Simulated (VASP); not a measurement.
A run of VASP 6.6.1:

Contents of INCAR:

```
SYSTEM = AlOs3
  PREC = Accurate
  ENCUT = 600
  EDIFF = 1E-7
  ISMEAR = 0
  SIGMA = 0.1
  LREAL = .False.
  LASPH = .True.
  NELM = 100
  ALGO = Normal
  ISIF = 3
  LWAVE = .False.
  LCHARG = .False.
  GGA = PE
  IBRION = 2
  NSW = 90
  EDIFFG = -0.04
```

The input KPOINTS:

```
Automatic mesh
0
Gamma
  4 4 4
  0 0 0
```

The input POSCAR:

```
AlOs3
1.0
    3.7733892234      0.0000000000      0.0000000000
    0.0000000000      3.7733892234      0.0000000000
    0.0000000000      0.0000000000      3.7733892234
Al Os
1 3
Direct
    0.0000000000      0.0000000000      0.0000000000
    0.0000000000      0.5000000000      0.5000000000
    0.5000000000      0.0000000000      0.5000000000
    0.5000000000      0.5000000000      0.0000000000
```

Potentials or basis: VASP PAW PBE potentials, release 64 (Al, Os).

The run is started by

```console
$ cat potpaw_PBE.64/Al/POTCAR potpaw_PBE.64/Os/POTCAR > POTCAR
$ mpirun -np 1 vasp_std > vasp.out
```

Hardware: 1 thread of Intel Xeon 8259CL (shared host).

Question: How long does it take, and how much memory?

Answer: Run time: 58 s on 1 thread of Intel Xeon 8259CL (shared host), peak memory 0.18 GiB. Counts: scf iterations 43, k points 10, ion steps 4.
